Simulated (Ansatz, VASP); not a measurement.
# Si4N in VASP and in Ansatz

```
Si N
1.0
     5.21748    0.00000    0.00000
    -2.60874    4.51847    0.00000
     0.00000    0.00000    3.29308
Si N
4 1
Direct
  0.50000 0.00000 0.00000
  0.00000 0.50000 0.00000
  0.50000 0.50000 0.00000
  0.00000 0.00000 0.00000
  0.00000 0.00000 0.50000
```

Alike in both runs: task relaxation of cell and atoms; functional PBE; k mesh 12 × 12 × 12; occupations gaussian, width 0.1 eV; no spin polarisation.

|  | VASP | Ansatz |
| --- | --- | --- |
| version | VASP 6.6.1 | Ansatz 0.2.0 |
| potentials or method | VASP PAW PBE potentials, release 64 (Si, N), cutoff 600 eV | scalar-relativistic, plane waves, PAW |
| valence electrons in the cell | 21 | 21 |

|  | VASP | Ansatz | Ansatz less VASP |
| --- | --- | --- | --- |
| gap on the k mesh at the Fermi level, each at its own relaxed structure (eV) | none | none | - |
| relaxed volume (Å³/atom) | 15.65 | 15.67 | +0.016 |
| relaxed cell length with the largest relative difference (Å) | 5.255 | 5.257 | +0.0022 |

A gap of «none» marks a metal or a gap that the smearing closes.
